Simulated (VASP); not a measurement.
# GaAs (F-43m) in VASP: a series of runs

The runs below take GaAs through single point, vibrations by perturbation theory, with PBE.

Program: VASP 6.6.1. These are calculated values, not measurements. Logs are shortened: lines on timing, memory, paths and dates and some standing lists are left out, and cuts for length are marked.

## (1) The cell of the first run

The structure is cubic, space group F-43m (No. 216). The conventional cell has a = 5.745 Å, b = 5.745 Å, c = 5.745 Å, α = 90.00°, β = 90.00°, γ = 90.00°. Within 3.3 Å of Ga (site symmetry -43m) lie 4 As at 2.49 Å. As (site symmetry -43m) has 4 Ga at 2.49 Å within 3.3 Å.

## (2) Single point, PBE

POSCAR

```
GaAs
1.0
    0.0000000000      2.8726923284      2.8726923284
    2.8726923284      0.0000000000      2.8726923284
    2.8726923284      2.8726923284      0.0000000000
Ga As
1 1
Direct
    0.0000000000      0.0000000000      0.0000000000
    0.2500000000      0.2500000000      0.2500000000
```

INCAR.step1

```
SYSTEM = GaAs
  PREC = Accurate
  ENCUT = 520
  EDIFF = 1E-6
  ISMEAR = 0
  SIGMA = 0.02
  LREAL = .FALSE.
  LASPH = .TRUE.
  NELM = 80
  ALGO = Normal
  ISIF = 2
  LWAVE = .FALSE.
  LCHARG = .TRUE.
  GGA = PE
  NBANDS = 16
```

KPOINTS.step1

```
Automatic mesh
0
G
  12 12 12
  0 0 0
```

INCAR.step2

```
SYSTEM = GaAs
  PREC = Accurate
  ENCUT = 520
  EDIFF = 1E-6
  ISMEAR = -5
  SIGMA = 0.02
  LREAL = .FALSE.
  LASPH = .TRUE.
  NELM = 80
  ALGO = Normal
  ISIF = 2
  LWAVE = .FALSE.
  LCHARG = .FALSE.
  GGA = PE
  LORBIT = 10
  NBANDS = 16
  NEDOS = 2001
  ICHARG = 11
```

KPOINTS.step2

```
Automatic mesh
0
G
  18 18 18
  0 0 0
```

Potentials or basis: VASP PAW PBE potentials, release 64 (Ga_d, As).

Launch:

```sh
cat potpaw_PBE.64/Ga_d/POTCAR potpaw_PBE.64/As/POTCAR > POTCAR
cp INCAR.step1 INCAR
cp KPOINTS.step1 KPOINTS
mpirun -np 1 vasp_std > vasp.out
cp INCAR.step2 INCAR
cp KPOINTS.step2 KPOINTS
mpirun -np 1 vasp_std > vasp.out
```

OUTCAR:

```text
SYSTEM = GaAs
   PREC = Accurate
   ENCUT = 520
   EDIFF = 1E-6
   ISMEAR = -5
   LREAL = .FALSE.
   LASPH = .TRUE.
   NELM = 80
   ISIF = 2
   GGA = PE
   LORBIT = 10
   ICHARG = 11

 ion  position               nearest neighbor table
   1  0.000  0.000  0.000-   2 2.49   2 2.49   2 2.49   2 2.49
   2  0.250  0.250  0.250-   1 2.49   1 2.49   1 2.49   1 2.49

  LATTYP: Found a face centered cubic cell.
 ALAT       =     5.7453846568

  Lattice vectors:

 A1 = (   0.0000000000,   2.8726923284,   2.8726923284)
 A2 = (   2.8726923284,   0.0000000000,   2.8726923284)
 A3 = (   2.8726923284,   2.8726923284,   0.0000000000)

Analysis of symmetry for initial positions (statically):
=====================================================================
 Subroutine PRICEL returns:
 Original cell was already a primitive cell.

 Routine SETGRP: Setting up the symmetry group for a
 face centered cubic supercell.

 Subroutine GETGRP returns: Found 24 space group operations
 (whereof 24 operations were pure point group operations)
 out of a pool of 48 trial point group operations.

The static configuration has the point symmetry T_d .

Analysis of symmetry for dynamics (positions and initial velocities):
=====================================================================
 Subroutine PRICEL returns:
 Original cell was already a primitive cell.

 Routine SETGRP: Setting up the symmetry group for a
 face centered cubic supercell.

 Subroutine GETGRP returns: Found 24 space group operations
 (whereof 24 operations were pure point group operations)
 out of a pool of 48 trial point group operations.

The dynamic configuration has the point symmetry T_d .

 Subroutine INISYM returns: Found 24 space group operations
 (whereof 24 operations are pure point group operations),
 and found     1 'primitive' translations

----------------------------------------------------------------------------------------

                                     Primitive cell

  volume of cell :      47.4130

  direct lattice vectors                    reciprocal lattice vectors
     0.000000000  2.872692328  2.872692328    -0.174052750  0.174052750  0.174052750
     2.872692328  0.000000000  2.872692328     0.174052750 -0.174052750  0.174052750
     2.872692328  2.872692328  0.000000000     0.174052750  0.174052750 -0.174052750

  length of vectors
     4.062600451  4.062600451  4.062600451     0.301468206  0.301468206  0.301468206

  position of ions in fractional coordinates (direct lattice)
     0.000000000  0.000000000  0.000000000
     0.250000000  0.250000000  0.250000000

  ion indices of the primitive-cell ions
   primitive index   ion index
                 1           1
                 2           2

----------------------------------------------------------------------------------------

 KPOINTS: Automatic mesh

Automatic generation of k-mesh.
 Grid dimensions read from file:
 generate k-points for:   18   18   18

 Generating k-lattice:

  Cartesian coordinates                     Fractional coordinates (reciprocal lattice)
    -0.009669597  0.009669597  0.009669597     0.055555556  0.000000000  0.000000000
     0.009669597 -0.009669597  0.009669597     0.000000000  0.055555556  0.000000000
     0.009669597  0.009669597 -0.009669597     0.000000000  0.000000000  0.055555556

  Length of vectors
     0.016748234  0.016748234  0.016748234

  Shift w.r.t. Gamma in fractional coordinates (k-lattice)
     0.000000000  0.000000000  0.000000000

 TETIRR: Found    806 inequivalent tetrahedra from    34992

 Subroutine IBZKPT returns following result:
 ===========================================

 Found    195 irreducible k-points:

 Following reciprocal coordinates:
            Coordinates               Weight
  0.000000  0.000000  0.000000      1.000000
  0.055556  0.000000  0.000000      8.000000
  0.111111  0.000000  0.000000      8.000000
  0.166667  0.000000  0.000000      8.000000
  0.222222  0.000000  0.000000      8.000000
  0.277778  0.000000  0.000000      8.000000
[... 16 lines left out ...]
 -0.277778  0.055556  0.000000     24.000000
 -0.222222  0.055556  0.000000     24.000000
 [... further k-points ...]
   k-points           NKPTS =    195   k-points in BZ     NKDIM =    195   number of bands    NBANDS=     16
   number of dos      NEDOS =   2001   number of ions     NIONS =      2
   total plane-waves  NPLWV =  27000
   dimension x,y,z NGX =    30 NGY =   30 NGZ =   30
   dimension x,y,z NGXF=    60 NGYF=   60 NGZF=   60
   ions per type =               1   1
   NGX,Y,Z   is equivalent  to a cutoff of  12.28, 12.28, 12.28 a.u.
   NGXF,Y,Z  is equivalent  to a cutoff of  24.55, 24.55, 24.55 a.u.
 SYSTEM =  GaAs
   PREC   = accura    normal or accurate (medium, high low for compatibility)
   ISTART =      0    job   : 0-new  1-cont  2-samecut
   ICHARG =     11    charge: 1-file 2-atom 10-const
   ISPIN  =      1    spin polarized calculation?
   LNONCOLLINEAR =      F non collinear calculations
   LSORBIT =      F    spin-orbit coupling
   LASPH  =      T    aspherical Exc in radial PAW
   ENCUT  =  520.0 eV  38.22 Ry    6.18 a.u.   7.55  7.55  7.55*2*pi/ulx,y,z
   NELM   =     80;   NELMIN=  2; NELMDL=  0     # of ELM steps
   EDIFF  = 0.1E-05   stopping-criterion for ELM
   LREAL  =      F    real-space projection
   EDIFFG = 0.1E-04   stopping-criterion for IOM
   NSW    =      0    number of steps for IOM
   IBRION =     -1    ionic relax: 0-MD 1-quasi-New 2-CG
   NFREE  =      0    steps in history (QN), initial steepest desc. (CG)
   ISIF   =      2    stress and relaxation
   ISYM   =      2    0-nonsym 1-usesym 2-fastsym
   POTIM  = 0.5000    time-step for ionic-motion
   TEBEG  =    0.0;   TEEND  =   0.0 temperature during run
   PSTRESS=    0.0 pullay stress
   NELECT =      18.0000    total number of electrons
   NUPDOWN=      -1.0000    fix difference up-down
   EMIN   =  10.00;   EMAX   =-10.00  energy-range for DOS
   EFERMI =   0.00;   METHOD = LEGACY
   ISMEAR =    -5;   SIGMA  =   0.02  broadening in eV -4-tet -1-fermi 0-gaus
   EFERMI_NEDOS =   21; number of points for ismear=-14 and -15
   IALGO  =     38    algorithm
   IMIX   =      4    mixing-type and parameters
     AMIX     =   0.40;   BMIX     =  1.00
     AMIX_MAG =   1.60;   BMIX_MAG =  1.00
  volume/ion in A,a.u.               =      23.71       159.98
  Fermi-wavevector in a.u.,A,eV,Ry     =   1.185404  2.240090 19.118685  1.405184
  Thomas-Fermi vector in A             =   2.321599
   LORBIT       =     10    0 simple, 1 ext, 2 COOP (PROOUT), +10 PAW based schemes
   GGA     = PE    functional components
   LHFCALC =     F    Hartree Fock is set to
   AEXX    =    0.0000 exact exchange contribution
   IVDW    =     0    specifies the selected vdW correction
   LEPSILON=     F    determine dielectric tensor
   LRPA    =     F    only Hartree local field effects (RPA)
 non-spin polarized calculation
 Fermi weights with tetrahedron method with Bloechl corrections
  energy-cutoff  :      520.00
  volume of cell :       47.41
 maximum number of plane-waves:      1303

 number of electron      17.9999987 magnetization

 Free energy of the ion-electron system (eV)
  ---------------------------------------------------
  ext. energy  EPLUGINS =         0.00000000
  ---------------------------------------------------
  free energy    TOTEN  =        -8.27504182 eV

  energy without entropy =       -8.27504182  energy(sigma->0) =       -8.27504182

 E-fermi :   3.4949     XC(G=0):  -9.3728

 val. band max:        3.4900164029   @ k =   0.0000   0.0000   0.0000
 cond. band min:       3.6513826461   @ k =   0.0000   0.0000   0.0000
 fundamental gap:      0.1613662432
 Fermi energy:         3.4949305864

 k-point     1 :       0.0000    0.0000    0.0000
  band No.  band energies     occupation
      1     -11.2367      2.00000
      2     -11.2367      2.00000
      3     -11.2367      2.00000
      4     -11.1676      2.00000
      5     -11.1676      2.00000
      6      -8.9009      2.00000
[... 8 lines left out ...]
     15      13.4926      0.00000
     16      13.4926      0.00000

 k-point     2 :       0.0556    0.0000    0.0000
  band No.  band energies     occupation
      1     -11.2389      2.00000
      2     -11.2361      2.00000
      3     -11.2361      2.00000
      4     -11.1676      2.00000
      5     -11.1676      2.00000
      6      -8.8669      2.00000
[... 8 lines left out ...]
     15      13.2154      0.00000
     16      13.2154      0.00000

 k-point     3 :       0.1111    0.0000    0.0000
  band No.  band energies     occupation
      1     -11.2452      2.00000
      2     -11.2343      2.00000
      3     -11.2343      2.00000
      4     -11.1677      2.00000
      5     -11.1677      2.00000
      6      -8.7663      2.00000
[... 8 lines left out ...]
     15      12.7796      0.00000
     16      12.7796      0.00000

 k-point     4 :       0.1667    0.0000    0.0000
  band No.  band energies     occupation
      1     -11.2545      2.00000
      2     -11.2317      2.00000
      3     -11.2317      2.00000
      4     -11.1677      2.00000
      5     -11.1677      2.00000
      6      -8.6030      2.00000
[... 8 lines left out ...]
     15      12.4694      0.00000
     16      12.4694      0.00000
[... 324 lines left out ...]
 k-point    22 :      -0.3333    0.0556    0.0000
  band No.  band energies     occupation
      1     -11.2905      2.00000
      2     -11.2224      2.00000
      3     -11.2216      2.00000
      4     -11.1671      2.00000
      5     -11.1652      2.00000
      6      -7.7193      2.00000
[... 8 lines left out ...]
     15      12.7513      0.00000
     16      13.9853      0.00000

 k-point    23 :      -0.2778    0.0556    0.0000
  band No.  band energies     occupation
      1     -11.2813      2.00000
      2     -11.2249      2.00000
      3     -11.2236      2.00000
      4     -11.1681      2.00000
      5     -11.1658      2.00000
      6      -8.0027      2.00000
[... 8 lines left out ...]
     15      12.3524      0.00000
     16      13.4099      0.00000

 k-point    24 :      -0.2222    0.0556    0.0000
  band No.  band energies     occupation
      1     -11.2707      2.00000
      2     -11.2278      2.00000
      3     -11.2262      2.00000
      4     -11.1686      2.00000
      5     -11.1664      2.00000
      6      -8.2735      2.00000
[... 8 lines left out ...]
     15      12.3912      0.00000
     16      13.1104      0.00000

 [... further k-points ...]

------------------------ aborting loop because EDIFF is reached ----------------------------------------

  FORCE on cell =-STRESS in cart. coord.  units (eV):
  Direction    XX          YY          ZZ          XY          YZ          ZX
  --------------------------------------------------------------------------------------
  -------------------------------------------------------------------------------------
  Total       -0.0017731     -0.0017731     -0.0017731      0.0000000      0.0000000      0.0000000
  in kB       -0.0599167     -0.0599167     -0.0599167      0.0000000      0.0000000      0.0000000
  external PRESSURE =      -0.0599167 kB  Pullay stress =       0.0000000 kB

 VOLUME and BASIS-vectors are now :
 -----------------------------------------------------------------------------
  energy-cutoff  :      520.00
  volume of cell :       47.41
      direct lattice vectors                 reciprocal lattice vectors
     0.000000000  2.872692328  2.872692328    -0.174052750  0.174052750  0.174052750
     2.872692328  0.000000000  2.872692328     0.174052750 -0.174052750  0.174052750
     2.872692328  2.872692328  0.000000000     0.174052750  0.174052750 -0.174052750

 POSITION                                       TOTAL-FORCE (eV/Angst)
 -----------------------------------------------------------------------------------
      0.00000      0.00000      0.00000         0.000000      0.000000      0.000000
      1.43635      1.43635      1.43635        -0.000000     -0.000000     -0.000000
 -----------------------------------------------------------------------------------
    total drift:                                0.000002      0.000002      0.000002

  FREE ENERGIE OF THE ION-ELECTRON SYSTEM (eV)
  ---------------------------------------------------
  free  energy   TOTEN  =        -8.2750418159 eV

  energy  without entropy=       -8.2750418159  energy(sigma->0) =       -8.27504182

 total charge

# of ion       s       p       d       tot
------------------------------------------
    1        0.884   0.755   9.986  11.624
    2        1.214   1.562   0.028   2.805
--------------------------------------------------
tot          2.098   2.317  10.014  14.429
```

It took 46 s on 1 thread of AMD EPYC 9R45 (Zen 5), shared host; peak memory 0.24 GiB.

Results:

```yaml
Valence_electrons_inside_the_program's_atomic_spheres: Ga 11.62; As 2.81
```

(Continued in part 2 of 2.)
